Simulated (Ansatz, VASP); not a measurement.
**Hg in VASP and in Ansatz**

The input INCAR:

```
SYSTEM = Hg
  PREC = Accurate
  ENCUT = 500
  EDIFF = 1E-6
  ISMEAR = 0
  SIGMA = 0.1
  LREAL = .FALSE.
  LASPH = .TRUE.
  NELM = 120
  ALGO = Normal
  ISIF = 2
  LWAVE = .FALSE.
  LCHARG = .FALSE.
  GGA = PE
  IVDW = 12
  NBANDS = 12
  GGA_COMPAT = .FALSE.
```

Contents of KPOINTS:

```
regular mesh
0
G
  6 6 6
  0 0 0
```

The input POSCAR:

```
Hg
1.0
   -2.0696950000      2.0696950000      1.8022580000
    2.0696950000     -2.0696950000      1.8022580000
    2.0696950000      2.0696950000     -1.8022580000
Hg
1
Direct
    0.0000000000      0.0000000000      0.0000000000
```

Input for Ansatz:

```yaml
crystal:
  lattice:
    - [-2.069695, 2.069695, 1.802258]
    - [2.069695, -2.069695, 1.802258]
    - [2.069695, 2.069695, -1.802258]
  atoms:
    - { symbol: Hg, position: [0.0, 0.0, 0.0] }
basis:
  ecutwfc: 420
kpoints:
  mp_grid: { grid: [6, 6, 6] }
hamiltonian:
  xc: pbe
  dispersion: d3bj
scf:
  occupations: { method: gaussian, width: 0.1 }
output:
  forces: true
  stress: true
  eigenvalues: true
```

Alike in both runs: task single point; functional PBE; dispersion D3(BJ); k mesh 6 × 6 × 6; occupations gaussian, width 0.1 eV; no spin polarisation.

|  | VASP | Ansatz |
| --- | --- | --- |
| version | VASP 6.6.1 | Ansatz 0.2.0 |
| potentials or method | VASP PAW PBE potentials, release 64 (Hg), cutoff 500 eV | scalar-relativistic, plane waves, PAW |
| valence electrons in the cell | 12 | 20 |

```tsv
	VASP	Ansatz	Ansatz less VASP
gap on the k mesh at the Fermi level (eV)	none	none	-
pressure (GPa)	-1.8	-1.9	-0.08
traceless stress, the component that is largest in VASP (GPa)	0.27	0.29	+0.015
```

A gap of «none» marks a metal or a gap that the smearing closes. VASP's potentials hold 12 valence electrons a cell and Ansatz's 20, so a difference there can come from the potentials and not from the codes.

The k mesh is coarse, so the values compare programs but aren't converged. Neither program's run includes spin-orbit coupling.
